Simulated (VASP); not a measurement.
A run of VASP 6.6.1 is set up as follows.

POSCAR

```
Ni
1.0
    2.3707047797     -0.0000000131     -0.0000000227
   -0.7902349142      2.2351219056     -0.0000000227
   -0.7902349142     -1.1175609200      1.9356723698
Ni
1
Direct
    0.0000000000      0.0000000000      0.0000000000
```

File INCAR.step1:

```
SYSTEM = Ni
PREC = Accurate
ENCUT = 520
ISMEAR = -1
SIGMA = 0.1
LREAL = .False.
LASPH = .True.
NELM = 150
ISPIN = 2
MAGMOM = 1
LMAXMIX = 4
NBANDS = 15
GGA = PE
ALGO = Normal
EDIFF = 1E-4
LWAVE = .True.
LCHARG = .False.
```

INCAR.step2

```
SYSTEM = Ni
PREC = Accurate
ENCUT = 520
EDIFF = 1E-7
ISMEAR = -1
SIGMA = 0.1
LREAL = .False.
LASPH = .True.
NELM = 150
ALGO = Normal
ISIF = 2
LWAVE = .False.
LCHARG = .True.
ISPIN = 2
MAGMOM = 1
LORBIT = 11
LMAXMIX = 4
METAGGA = R2SCAN
LMIXTAU = .True.
IVDW = 12
VDW_S6 = 1.0
VDW_S8 = 0.78981345
VDW_A1 = 0.49484001
VDW_A2 = 5.73083694
LELF = .True.
LVHAR = .True.
NBANDS = 15
ISTART = 1
```

KPOINTS

```
Automatic mesh
0
Gamma
  17 17 17
  0 0 0
```

Potentials or basis: VASP PAW PBE potentials, release 64 (Ni).

Launch:

```sh
$ cat potpaw_PBE.64/Ni/POTCAR > POTCAR
$ cp INCAR.step1 INCAR
$ mpirun -np 1 vasp_std > vasp.out
$ cp INCAR.step2 INCAR
$ mpirun -np 1 vasp_std > vasp.out
```

Task: What does it give for the net moment?

Result: 0.63 μB per cell.

Task: Estimate the pressure.

Result: 4.3 GPa.

Caveat: the cell stands under pressure; the PAW data sets were made with another functional, which shifts forces and pressure a little.
